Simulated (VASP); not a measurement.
Here is a VASP 6.6.1 calculation.

Contents of INCAR:

```
SYSTEM = Mo
PREC     = Accurate       ! precision mode
ENCUT    = 520            ! plane-wave cutoff, eV
EDIFF    = 1E-7           ! SCF threshold, eV
ISMEAR   = 0              ! smearing method
SIGMA    = 0.15           ! smearing width, eV
LREAL    = .FALSE.        ! projectors in reciprocal space
LASPH    = .TRUE.         ! aspherical terms in the spheres
NELM     = 60             ! most SCF steps
ALGO     = Fast           ! electronic algorithm
ISIF     = 2              ! what is computed and relaxed
LWAVE    = .FALSE.        ! write WAVECAR
LCHARG   = .FALSE.        ! write CHGCAR
GGA      = PS             ! functional
NBANDS   = 13             ! bands
```

File KPOINTS:

```
regular mesh
0
G
  24 24 24
  0 0 0
```

POSCAR

```
Mo
1.0
    2.8108938102      0.0000000000      0.0000000000
   -1.4054469051      2.4343054470      0.0000000000
    0.0000000000      0.0000000000      2.4920710754
Mo
1
Direct
    0.0000000000      0.0000000000      0.5000000000
```

Potentials or basis: VASP PAW PBE potentials, release 64 (Mo_sv).

Launch:

```sh
$ cat potpaw_PBE.64/Mo_sv/POTCAR > POTCAR
$ mpirun -np 1 vasp_std > vasp.out
```

Question: Predict the pressure.

Answer: -9.3 GPa.

Question: Predict the band gap on the k mesh.

Answer: Zero (band 7 reaches 11.71 eV, above the bottom of band 8 at 10.04 eV).

Stress tensor (GPa, compression positive):
```
-11.13   0.00   0.00
  0.00 -11.13   0.00
  0.00   0.00  -5.52
```

Caveat: the cell differs from its parent crystal (strain +0.025 along x and y, +0.000 along z); the PAW data sets were made with another functional, which shifts forces and pressure a little.
